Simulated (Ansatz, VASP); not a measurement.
## One calculation of AgBr, two programs

```
Ag Br
1.0
     0.00000    2.89256    2.89256
     2.89256    0.00000    2.89256
     2.89256    2.89256    0.00000
Ag Br
1 1
Direct
  0.00000 0.00000 0.00000
  0.50000 0.50000 0.50000
```

Alike in both runs: functional r2SCAN; k mesh 8 × 8 × 8; occupations gaussian, width 0.02 eV; no spin polarisation.

Ansatz relaxed the structure, and its values are those at the end. VASP's run is a single point on that final structure, the one shown.

|  | VASP | Ansatz |
| --- | --- | --- |
| version | VASP 6.6.1 | Ansatz 0.2.0 |
| potentials or method | VASP PAW PBE potentials, release 64 (Ag, Br), cutoff 550 eV | scalar-relativistic, plane waves, PAW |
| valence electrons in the cell | 18 | 26 |

|  | VASP | Ansatz | Ansatz less VASP |
| --- | --- | --- | --- |
| gap on the k mesh at the Fermi level (eV) | 1.25 | 1.29 | +0.047 |
| least direct gap on the mesh (eV) | 3.19 | 3.21 | +0.016 |
| pressure (GPa) | -0.1 | 0.0 | +0.05 |

VASP's potentials were made for PBE, not for r2SCAN. VASP's potentials hold 18 valence electrons a cell and Ansatz's 26, so a difference there can come from the potentials and not from the codes.
